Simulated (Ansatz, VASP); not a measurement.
Two plane-wave programs on Si

```
Si
1.0
    -3.40145    3.40145    1.96266
     3.40145   -3.40145    1.96266
     3.40145    3.40145   -1.96266
Si
4
Direct
  0.17861 0.17861 0.35722
  0.82139 0.82139 0.64278
  0.17861 0.82139 0.00000
  0.82139 0.17861 0.00000
```

Change from the starting cell: mode 4 frozen in at +0.000 Å, equal normal strain along x, y and z +0.0167.

Alike in both runs: task single point; functional PBE; k mesh 10 × 10 × 10; occupations gaussian, width 0.05 eV; no spin polarisation.

|  | VASP | Ansatz |
| --- | --- | --- |
| version | VASP 6.6.1 | Ansatz 0.2.0 |
| potentials or method | VASP PAW PBE potentials, release 64 (Si), cutoff 520 eV | scalar-relativistic, plane waves, PAW |
| valence electrons in the cell | 16 | 16 |

|  | VASP | Ansatz | Ansatz less VASP |
| --- | --- | --- | --- |
| gap on the k mesh at the Fermi level (eV) | 0.44 | 0.44 | -0.001 |
| least direct gap on the mesh (eV) | 0.48 | 0.48 | 0.000 |
| pressure (GPa) | -3.7 | -3.7 | +0.04 |
| traceless stress, the component that is largest in VASP (GPa) | -0.12 | -0.10 | +0.011 |
| rms of the force components (eV/Å) | 0.038 | 0.038 | +0.0002 |

Atom by atom the forces differ by 0.000 eV/Å (rms over components). With one functional, cell and mesh, what is left measures potentials, basis and numerics.
